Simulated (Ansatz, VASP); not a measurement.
**One calculation of Ti5C, two programs**

Contents of INCAR:

```
PREC = Accurate
ENCUT = 600
EDIFF = 1E-7
ISMEAR = 0
SIGMA = 0.1
LREAL = False
LASPH = True
NELM = 80
ALGO = Normal
ISIF = 3
LWAVE = False
LCHARG = False
GGA = PE
IBRION = 2
NSW = 100
EDIFFG = -0.01
```

KPOINTS

```
Automatic mesh
0
Gamma
  12 12 8
```

Contents of POSCAR:

```
Ti5C
1.0
    4.5373508147      0.0000000000      0.0000000000
   -2.2686754074      3.9294610715      0.0000000000
    0.0000000000      0.0000000000      4.8840564545
Ti C
5 1
Direct
    0.3333333333      0.6666666667      0.7519127481
    0.6666666667      0.3333333333      0.7519127481
    0.6666666667      0.3333333333      0.2480872519
    0.3333333333      0.6666666667      0.2480872519
    0.0000000000      0.0000000000      0.0000000000
    0.0000000000      0.0000000000      0.5000000000
```

Input for Ansatz:

```yaml
crystal:
  lattice:
    - [4.5373508147, 0.0, 0.0]
    - [-2.2686754074, 3.9294610715, 0.0]
    - [0.0, 0.0, 4.8840564545]
  atoms:
    - { symbol: Ti, position: [0.3333333333, 0.6666666667, 0.7519127481] }
    - { symbol: Ti, position: [0.6666666667, 0.3333333333, 0.7519127481] }
    - { symbol: Ti, position: [0.6666666667, 0.3333333333, 0.2480872519] }
    - { symbol: Ti, position: [0.3333333333, 0.6666666667, 0.2480872519] }
    - { symbol: Ti, position: [0.0, 0.0, 0.0] }
    - { symbol: C, position: [0.0, 0.0, 0.5] }
basis:
  ecutwfc: 420
kpoints:
  mp_grid: { grid: [12, 12, 8] }
hamiltonian:
  xc: pbe
scf:
  occupations: { method: gaussian, width: 0.1 }
output:
  forces: true
  stress: true
  eigenvalues: true
relax:
  adjacent_minimum: "off"
  f_tol: 0.01
  max_steps: 80
  cell: { stress_tol: 0.05 }
```

Alike in both runs: task relaxation of cell and atoms; functional PBE; k mesh 12 × 12 × 8; occupations gaussian, width 0.1 eV; no spin polarisation.

```csv
,VASP,Ansatz
version,VASP 6.6.1,Ansatz 0.2.0
potentials or method,"VASP PAW PBE potentials, release 64 (Ti_sv, C), cutoff 600 eV","scalar-relativistic, plane waves, PAW"
valence electrons in the cell,64,64
```

Ansatz gave:

* gap on the k mesh at the Fermi level, each at its own relaxed structure (eV): none
* relaxed volume (Å³/atom): 14.50
* relaxed cell length with the largest relative difference (Å): 4.517

Problem. Estimate VASP's values.

Solution. gap on the k mesh at the Fermi level, each at its own relaxed structure (eV): none; relaxed volume (Å³/atom): 14.48; relaxed cell length with the largest relative difference (Å): 4.512.

A gap of «none» marks a metal or a gap that the smearing closes.
